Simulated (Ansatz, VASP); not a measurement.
# H in VASP and in Ansatz

```xyz
4
Lattice="2.6235 -2.5669 0.0000 2.6235 2.5669 0.0000 0.0000 0.0000 4.1418" Properties=species:S:1:pos:R:3 pbc="T T T"
H     2.6235    2.3271    3.8581
H     2.6235   -0.2398    2.3547
H     2.6235    0.2398    1.7872
H     2.6235   -2.3271    0.2838
```

Alike in both runs: task single point; functional PBE; k mesh 7 × 7 × 7; occupations fermi-dirac, width 0.05 eV; no spin polarisation.

|  | VASP | Ansatz |
| --- | --- | --- |
| version | VASP 6.6.1 | Ansatz 0.2.0 |
| potentials or method | VASP PAW PBE potentials, release 64 (H) | Ansatz PAW |
| plane-wave cutoff (eV) | 520 | 420 |
| valence electrons in the cell | 4 | 4 |

```tsv
	VASP	Ansatz	Ansatz less VASP
gap on the k mesh at the Fermi level (eV)	9.36	9.36	+0.002
least direct gap on the mesh (eV)	9.94	9.94	+0.002
pressure (GPa)	0.3	0.5	+0.19
traceless stress, the component that is largest in VASP (GPa)	-0.34	-0.38	-0.032
rms of the force components (eV/Å)	0.149	0.156	+0.0072
```

Atom by atom the forces differ by 0.007 eV/Å (rms over components).

Noted on Ansatz's run: odd divisions of the mesh miss points on the zone boundary, where band edges often lie, so the gap on the mesh can be too wide.
